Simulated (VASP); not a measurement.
Here is a VASP 6.6.1 calculation.

The input INCAR:

```
SYSTEM = CdF2
PREC     = Accurate       ! precision mode
ENCUT    = 520            ! plane-wave cutoff, eV
EDIFF    = 1E-6           ! SCF threshold, eV
ISMEAR   = 0              ! smearing method
SIGMA    = 0.05           ! smearing width, eV
LREAL    = .FALSE.        ! projectors in reciprocal space
LASPH    = .TRUE.         ! aspherical terms in the spheres
NELM     = 60             ! most SCF steps
ALGO     = Normal         ! electronic algorithm
ISIF     = 2              ! what is computed and relaxed
LWAVE    = .FALSE.        ! write WAVECAR
LCHARG   = .TRUE.         ! write CHGCAR
GGA      = PE             ! functional
LELF     = .TRUE.         ! ELF
LVHAR    = .TRUE.       
NBANDS   = 20             ! bands
```

Contents of KPOINTS:

```
regular mesh
0
G
  8 8 8
  0 0 0
```

POSCAR

```
CdF2
1.0
    0.6566750031      3.0591445268      3.0591445268
    3.0591445268      0.6566750031      3.0591445268
    3.0591445268      3.0591445268      0.6566750031
Cd F
1 2
Direct
    0.0000000000      0.0000000000      0.0000000000
    0.2500000000      0.2500000000      0.2500000000
    0.7500000000      0.7500000000      0.7500000000
```

Potentials or basis: VASP PAW PBE potentials, release 64 (Cd, F).

The run is started by

```sh
$ cat potpaw_PBE.64/Cd/POTCAR potpaw_PBE.64/F/POTCAR > POTCAR
$ mpirun -np 1 vasp_std > vasp.out
```

Task: Estimate the largest force.

Result: 0.734 eV/Å.

Task: What does it give for the band gap on the k mesh?

Result: 3.30 eV (least direct gap 3.45 eV).

Forces in eV/Å, atoms in the order of the input:
```
Cd   0.000  0.000  0.000
F   -0.424 -0.424 -0.424
F    0.424  0.424  0.424
```

 A k mesh can miss the band edges.
